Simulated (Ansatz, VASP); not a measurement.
**Two plane-wave programs on BN**

```xyz
2
Lattice="-0.1036 3.3551 2.2313 1.2638 -0.0371 2.2313 1.1602 3.3180 0.0000" Properties=species:S:1:pos:R:3 pbc="T T T"
B     1.1602    3.3180    0.0620
N     1.1602    3.3180    2.9132
```

Alike in both runs: task single point; functional PBE; k mesh 12 × 12 × 12; occupations gaussian, width 0.02 eV; no spin polarisation.

|  | VASP | Ansatz |
| --- | --- | --- |
| version | VASP 6.6.1 | Ansatz 0.2.0 |
| potentials or method | VASP PAW PBE potentials, release 64 (B, N), cutoff 520 eV | scalar-relativistic, plane waves, PAW |
| valence electrons in the cell | 8 | 8 |

```csv
,VASP,Ansatz,Ansatz less VASP
gap on the k mesh at the Fermi level (eV),3.80,3.81,+0.006
least direct gap on the mesh (eV),4.39,4.40,+0.003
pressure (GPa),-3.9,-3.8,+0.03
"traceless stress, the component that is largest in VASP (GPa)",-16.71,-16.66,+0.048
rms of the force components (eV/Å),2.084,2.086,+0.0018
```

Atom by atom the forces differ by 0.002 eV/Å (rms over components). With one functional, cell and mesh, what is left measures potentials, basis and numerics.
